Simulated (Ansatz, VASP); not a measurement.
## Al3GaN4: VASP beside Ansatz

```
CELL_PARAMETERS angstrom
4.40144 0.00000 0.00000
0.00000 4.40144 0.00000
0.00000 0.00000 4.40144
ATOMIC_POSITIONS crystal
Al 0.50000 0.50000 0.00000
Al 0.50000 0.00000 0.50000
Al 0.00000 0.50000 0.50000
Ga 0.00000 0.00000 0.00000
N 0.74416 0.74416 0.25584
N 0.74416 0.25584 0.74416
N 0.25584 0.74416 0.74416
N 0.25584 0.25584 0.25584
```

Alike in both runs: task relaxation of cell and atoms; functional PBEsol; k mesh 6 × 6 × 6; occupations gaussian, width 0.02 eV; no spin polarisation.

|  | VASP | Ansatz |
| --- | --- | --- |
| version | VASP 6.6.1 | Ansatz 0.2.0 |
| potentials or method | VASP PAW PBE potentials, release 64 (Al, Ga_d, N), cutoff 600 eV | scalar-relativistic, plane waves, PAW |
| valence electrons in the cell | 42 | 42 |

|  | VASP | Ansatz | Ansatz less VASP |
| --- | --- | --- | --- |
| gap on the k mesh at the Fermi level, each at its own relaxed structure (eV) | 3.32 | 3.32 | +0.005 |
| relaxed volume (Å³/atom) | 10.69 | 10.70 | +0.008 |
| relaxed cell length with the largest relative difference (Å) | 4.406 | 4.407 | +0.0011 |

VASP's potentials were made for PBE, not for PBEsol.
